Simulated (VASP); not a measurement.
# Al13B3N16 (P1) in VASP: a series of runs, part 2 of 2

VASP 6.6.1. The steps go on from the part before.

**3. Single point, PBEsol**

This run uses another cell than the first one, of 9.51 Å³/atom, 1.006 times its volume.

INCAR

```
SYSTEM = Al13B3N16
PREC = Accurate
ENCUT = 520
EDIFF = 1E-6
ISMEAR = -1
SIGMA = 0.05
LREAL = Auto
LASPH = .True.
NELM = 60
ALGO = Normal
ISIF = 2
LWAVE = .False.
LCHARG = .False.
GGA = PS
NBANDS = 246
```

KPOINTS

```
Automatic mesh
0
Gamma
  1 1 1
  0.5 0.5 0.5
```

POSCAR

```
Al13B3N16
1.0
    8.9943014598      0.0000000000      0.0000000000
    0.0000000000     10.4778291719      0.0000000000
    0.0000000000      0.0000000000      9.6826214906
Al B N
39 9 48
Direct
    0.1683670000      0.0812280000      0.2515030000
    0.1698700000      0.0827630000      0.7494580000
    0.0004900000      0.3417980000      0.2440260000
    0.0094580000      0.3428540000      0.7540280000
    0.4983930000      0.0866820000      0.2491200000
    0.4951120000      0.0855310000      0.7509880000
    0.3353490000      0.3393690000      0.2428150000
    0.1689730000      0.5832860000      0.7587350000
    0.0040000000      0.8232200000      0.2430860000
    0.0017690000      0.8183020000      0.7545260000
    0.8335360000      0.0874300000      0.2493110000
    0.8332770000      0.0840740000      0.7523030000
    0.6620300000      0.3390740000      0.7497010000
    0.5015100000      0.5811950000      0.2473570000
    0.4949160000      0.5861890000      0.7476280000
    0.3313890000      0.8255570000      0.2413930000
    0.8308500000      0.5806120000      0.2463120000
    0.6652050000      0.8287060000      0.2558040000
    0.6653030000      0.8251010000      0.7425470000
    0.9989050000      0.1703520000      0.5005480000
    0.0067440000      0.1727770000      0.0009780000
    0.3345390000      0.1732160000      0.5058720000
    0.3271790000      0.1745970000      0.9929720000
    0.1710590000      0.4216060000      0.4954850000
    0.9971450000      0.6607630000      0.4941750000
    0.6666580000      0.1684480000      0.4940250000
    0.6659500000      0.1727840000      0.0055860000
    0.5012840000      0.4193370000      0.4987960000
    0.4927280000      0.4212400000      0.9986000000
    0.3340000000      0.6672070000      0.4948990000
    0.1708920000      0.9118250000      0.5050270000
    0.1685340000      0.9039370000      0.9933500000
    0.8277090000      0.4243720000      0.4984170000
    0.8376070000      0.4238010000      0.9986150000
    0.6677240000      0.6659800000      0.9909710000
    0.4959100000      0.9083010000      0.5060560000
    0.4951530000      0.9101400000      0.9918260000
    0.8350210000      0.9099660000      0.5005230000
    0.8360700000      0.9099330000      0.0000970000
    0.3276000000      0.3418720000      0.7533900000
    0.1680860000      0.5810390000      0.2268460000
    0.6664210000      0.3353950000      0.2513060000
    0.3302480000      0.8240810000      0.7555900000
    0.8399870000      0.5815630000      0.7468760000
    0.1677170000      0.4297010000      0.0004490000
    0.0098370000      0.6587070000      0.9999390000
    0.3248240000      0.6599250000      0.9988390000
    0.6719930000      0.6624140000      0.5036860000
    0.0038020000      0.1717580000      0.1931200000
    0.0002100000      0.1728570000      0.6942970000
    0.3304560000      0.1717730000      0.1864600000
    0.3317010000      0.1909280000      0.7019780000
    0.1706490000      0.4359670000      0.1705570000
    0.1890160000      0.4161930000      0.6913820000
    0.0144480000      0.6501800000      0.1707370000
    0.9867800000      0.6490190000      0.6894980000
    0.6659910000      0.1873740000      0.2003550000
    0.6660670000      0.1701040000      0.6879970000
    0.5198200000      0.4095760000      0.1944110000
    0.4777930000      0.4121610000      0.6968300000
    0.3171650000      0.6550740000      0.1703520000
    0.3279470000      0.6839580000      0.6909100000
    0.1671160000      0.9150520000      0.1853940000
    0.1839220000      0.9034450000      0.7029420000
    0.8135820000      0.4095810000      0.1946610000
    0.8341280000      0.4348420000      0.6966280000
    0.6670730000      0.6669640000      0.1820430000
    0.6842110000      0.6525410000      0.6806990000
    0.5003910000      0.9161780000      0.1873610000
    0.4765690000      0.9062470000      0.7021480000
    0.8329950000      0.9155080000      0.1938460000
    0.8385250000      0.9146360000      0.6940400000
    0.1684640000      0.0817580000      0.4476860000
    0.1657030000      0.0755650000      0.9400370000
    0.9992210000      0.3398120000      0.4395410000
    0.0228010000      0.3493790000      0.9501870000
    0.4982720000      0.0777250000      0.4448360000
    0.4981760000      0.0844130000      0.9432740000
    0.3348120000      0.3361880000      0.4331920000
    0.3123100000      0.3488670000      0.9299980000
    0.1680080000      0.5829580000      0.4060420000
    0.1664780000      0.5822360000      0.9521220000
    0.0038950000      0.8280820000      0.4384170000
    0.0018660000      0.8043480000      0.9492730000
    0.8337030000      0.0787410000      0.4416940000
    0.8358810000      0.0839640000      0.9461520000
    0.6664110000      0.3346720000      0.4225220000
    0.6662640000      0.3392530000      0.9388770000
    0.5192690000      0.5925050000      0.4479990000
    0.4770380000      0.5922490000      0.9441130000
    0.3330740000      0.8301320000      0.4316900000
    0.3305150000      0.8071090000      0.9289540000
    0.8135950000      0.5936650000      0.4396300000
    0.8513860000      0.5902250000      0.9242200000
    0.6658380000      0.8113360000      0.4548950000
    0.6672470000      0.8320020000      0.9335930000
```

Potentials or basis: VASP PAW PBE potentials, release 64 (Al, B, N).

Command:

```console
> cat potpaw_PBE.64/Al/POTCAR potpaw_PBE.64/B/POTCAR potpaw_PBE.64/N/POTCAR > POTCAR
> mpirun -np 1 vasp_std > vasp.out
```

It took 11 min on 1 thread of AMD EPYC 7R43 (Zen 3), shared host; peak memory 0.82 GiB.

The run converged. Its results:

```
Free energy            : -763.3086 eV
Pressure               : 0.0 GPa
Largest force          : 0.026 eV/Å
Band gap on the k mesh : 5.09 eV
```

Forces on the atoms (eV/Å):
```
Al   0.002 -0.006  0.002
Al  -0.002 -0.008 -0.006
Al   0.005 -0.005  0.000
Al  -0.006 -0.004 -0.005
Al   0.002 -0.001  0.003
Al  -0.001 -0.002 -0.004
Al  -0.003  0.003 -0.004
Al  -0.002  0.003 -0.004
Al  -0.008 -0.002  0.003
Al   0.002  0.003 -0.008
Al  -0.002 -0.003 -0.005
Al   0.001 -0.003 -0.001
Al   0.003 -0.003 -0.009
Al  -0.006  0.004  0.008
Al   0.005  0.002 -0.001
Al   0.004 -0.005 -0.001
Al   0.007  0.003  0.009
Al  -0.001  0.004  0.000
Al   0.001  0.001 -0.003
Al  -0.005 -0.002 -0.001
Al  -0.001  0.004  0.001
Al   0.001  0.001 -0.004
Al  -0.002  0.002  0.002
Al  -0.002  0.009  0.009
Al   0.006 -0.003  0.003
Al  -0.004  0.005  0.002
Al   0.000 -0.002 -0.002
Al   0.002  0.000  0.007
Al   0.004 -0.003  0.005
Al   0.002 -0.011  0.005
Al  -0.004  0.001 -0.004
Al  -0.001  0.006  0.000
Al  -0.001  0.001  0.004
Al   0.000 -0.002  0.006
Al  -0.003 -0.008 -0.004
Al   0.001  0.006 -0.005
Al  -0.002  0.003  0.000
Al  -0.004  0.004 -0.001
Al   0.005  0.003  0.000
B    0.006 -0.011  0.006
B   -0.001  0.007  0.013
B    0.001  0.001  0.002
B    0.002  0.008  0.007
B   -0.011  0.007  0.010
B    0.006 -0.002 -0.003
B   -0.004 -0.008 -0.002
B   -0.002  0.007 -0.002
B   -0.006  0.001  0.008
N    0.000  0.002 -0.001
N    0.001  0.003  0.000
N   -0.001  0.002 -0.002
N    0.001 -0.013 -0.006
N    0.000 -0.021  0.011
N   -0.017  0.015 -0.011
N   -0.015  0.006  0.014
N    0.022  0.006 -0.007
N    0.001 -0.018 -0.003
N    0.000  0.001 -0.003
N   -0.015  0.005 -0.010
N    0.017  0.008 -0.010
N    0.016  0.006  0.012
N   -0.003 -0.021 -0.007
N    0.000  0.004 -0.004
N   -0.015  0.012 -0.007
N    0.015  0.007 -0.010
N   -0.002 -0.024 -0.008
N    0.000  0.000 -0.001
N   -0.012  0.002  0.003
N   -0.001  0.004  0.000
N    0.015  0.011 -0.005
N    0.002  0.005  0.003
N    0.001  0.001  0.000
N    0.001 -0.002  0.000
N    0.001 -0.009  0.003
N   -0.002 -0.001  0.002
N   -0.013 -0.012 -0.002
N   -0.001 -0.003  0.002
N    0.000 -0.001  0.005
N    0.003 -0.001 -0.001
N    0.006 -0.009  0.006
N    0.000  0.001  0.013
N    0.001  0.001  0.000
N    0.002  0.001 -0.003
N   -0.003  0.018 -0.004
N    0.000 -0.003  0.003
N    0.000 -0.001  0.001
N    0.001 -0.003  0.014
N    0.000  0.002  0.008
N   -0.014 -0.009 -0.005
N    0.017 -0.005 -0.005
N   -0.001  0.003 -0.007
N    0.004  0.009  0.004
N    0.015 -0.010 -0.008
N   -0.007 -0.002  0.003
N   -0.001  0.019 -0.007
N    0.000  0.004 -0.005
```

Stress tensor (GPa, compression positive):
```
0.04 0.04 0.05
0.04 0.06 0.14
0.05 0.14 0.04
```

Levels at points of the mesh, in eV from the valence-band top:
| k point | band 188 | band 189 | band 190 | band 191 | band 192 | band 193 | band 194 | band 195 | band 196 | band 197 |
| --- | --- | --- | --- | --- | --- | --- | --- | --- | --- | --- |
| (0.50, 0.50, 0.50) | -0.25 | -0.21 | -0.18 | -0.16 | 0.00 | 5.09 | 5.19 | 5.23 | 5.35 | 5.38 |

Caveat: the k points lie up to 0.70 Å⁻¹ apart; the PAW data sets were made with another functional, which shifts forces and pressure a little. A k mesh can miss the band edges.
